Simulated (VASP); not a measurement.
Input of a VASP 6.6.1 run:

The input POSCAR:

```
NaH
1.0
    0.0000000000      2.5969210594      2.5969210594
    2.5969210594      0.0000000000      2.5969210594
    2.5969210594      2.5969210594      0.0000000000
Na H
1 1
Direct
    0.0000000000      0.0000000000      0.0000000000
    0.2500000000      0.2500000000      0.2500000000
```

File INCAR.step1:

```
SYSTEM = NaH
ALGO = Normal
EDIFF = 1E-8
ENCUT = 500
GGA = PE
ISMEAR = 0
LASPH = .True.
LCHARG = .False.
LREAL = .False.
LWAVE = .True.
NELM = 100
PREC = Accurate
SIGMA = 0.01
```

INCAR.step2

```
SYSTEM = NaH
ALGO = Exact
EDIFF = 1E-8
ENCUT = 500
GGA = PE
ISMEAR = 0
ISTART = 1
LASPH = .True.
LCHARG = .False.
LOPTICS = .True.
LREAL = .False.
LWAVE = .True.
NBANDS = 136
NELM = 1
PREC = Accurate
SIGMA = 0.01
```

INCAR.step3

```
SYSTEM = NaH
ALGO = EVGW0
EDIFF = 1E-8
ENCUT = 500
ENCUTGW = 140.0
GGA = PE
ISMEAR = 0
ISTART = 1
LASPH = .True.
LCHARG = .False.
LREAL = .False.
LWAVE = .False.
NBANDS = 136
NBANDSGW = 13
NELMGW = 1
NOMEGA = 96
OMEGAMAX = 20
PREC = Accurate
PRECFOCK = Fast
SIGMA = 0.01
```

KPOINTS

```
k-points
0
Gamma
  4 4 4
  0 0 0
```

Potentials or basis: VASP PAW PBE potentials, release 64 (Na_sv_GW, H_GW).

Run with:

```console
$ cat potpaw_PBE.64/Na_sv_GW/POTCAR potpaw_PBE.64/H_GW/POTCAR > POTCAR
$ cp INCAR.step1 INCAR
$ mpirun -np 1 vasp_std > vasp.out
$ cp INCAR.step2 INCAR
$ mpirun -np 1 vasp_std > vasp.out
$ cp INCAR.step3 INCAR
$ mpirun -np 1 vasp_std > vasp.out
```

**Question.** Predict the quasiparticle gap.

**Answer.** 5.87 eV.

**Question.** What does it give for the least direct quasiparticle gap?

**Answer.** 6.58 eV.

**Question.** Estimate the least direct gap of the starting levels on the mesh.

**Answer.** 4.32 eV.

Caveat: the k points lie up to 0.52 Å⁻¹ apart; bands, screening cutoff and mesh are small and nothing is extrapolated, so the quasiparticle values aren't converged; the structure was generated, so it needn't be the stable form of NaH.
